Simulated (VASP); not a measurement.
Crystal: Sn.

```
Sn
1.0
    -1.89465    1.89465    1.89465
     1.89465   -1.89465    1.89465
     1.89465    1.89465   -1.89465
Sn
1
Direct
  0.00000 0.00000 0.00000
```

```yaml
Program: VASP 6.6.1
Task: relaxation of cell and atoms
Functional: PBEsol
Dispersion: D3(BJ)
Potentials_or_basis: VASP PAW PBE potentials, release 64 (Sn_d)
Cutoff: 600 eV
k_mesh: 10 × 10 × 10
Occupations: fermi-dirac, width 0.05 eV
Spin: no spin polarisation
```

At the start: pressure -4.5 GPa; volume 27.20 Å³/atom.

**Question.** Where does the relaxation end?

**Answer.** Over 3 steps the energy falls by 38.6 meV/atom and the volume is 24.76 Å³/atom (-9.0 %); space group Im-3m (No. 229, to 0.05 Å).

The path:
```csv
step,energy change (eV),largest force (eV/Å),pressure (GPa),volume (Å³)
1,0.0000,0.0000,-4.52,27.20
2,-0.0367,0.0000,1.30,24.29
3,-0.0386,0.0000,0.01,24.76
```

Final structure:
```cif
data_structure
_symmetry_space_group_name_H-M 'P 1'
_symmetry_Int_Tables_number 1
_cell_length_a 3.1802
_cell_length_b 3.1802
_cell_length_c 3.1802
_cell_angle_alpha 109.471
_cell_angle_beta 109.471
_cell_angle_gamma 109.471
_cell_volume 24.76
loop_
_atom_site_label
_atom_site_type_symbol
_atom_site_fract_x
_atom_site_fract_y
_atom_site_fract_z
_atom_site_occupancy
Sn1 Sn 0.00000 0.00000 0.00000 1
```

Caveat: the PAW data sets were made with another functional, which shifts forces and pressure a little; pairwise dispersion overbinds metals, which lowers pressure and volume.
